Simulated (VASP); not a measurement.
Here is a VASP 6.6.1 calculation.

INCAR

```
PREC = Accurate
ENCUT = 520
EDIFF = 1E-6
ISMEAR = 0
SIGMA = 0.1
LREAL = F
LASPH = T
NELM = 100
ALGO = Normal
ISIF = 2
LWAVE = F
LCHARG = F
GGA = PE
NBANDS = 25
```

The input KPOINTS:

```
regular mesh
0
Gamma
  6 6 4
```

POSCAR

```
ScAl2N3
1.0
    7.3743812711      0.0000000046      0.0000000000
   -3.6871906395      6.3864015156      0.0000000000
    0.0000000000      0.0000000000      3.5256420530
Sc Al N
1 2 3
Direct
    0.0000000000      0.0000000000      0.0000000000
    0.3333333333      0.6666666667      0.0000000000
    0.6666666667      0.3333333333      0.0000000000
    0.3333333333      0.6666666667      0.5000000000
    0.6666666667      0.3333333333      0.5000000000
    0.0000000000      0.0000000000      0.5000000000
```

Potentials or basis: VASP PAW PBE potentials, release 64 (Sc_sv, Al, N).

Run with:

```sh
$ cat potpaw_PBE.64/Sc_sv/POTCAR potpaw_PBE.64/Al/POTCAR potpaw_PBE.64/N/POTCAR > POTCAR
$ mpirun -np 1 vasp_std > vasp.out
```

Q: Estimate the band gap on the k mesh.

A: Zero (bands 16 and 17 overlap by 0.27 eV).

Q: What does it give for the pressure?

A: 0.2 GPa.

Stress tensor (GPa, compression positive):
```
0.07 0.00 0.00
0.00 0.07 0.00
0.00 0.00 0.60
```

Caveat: the k points lie up to 0.45 Å⁻¹ apart.
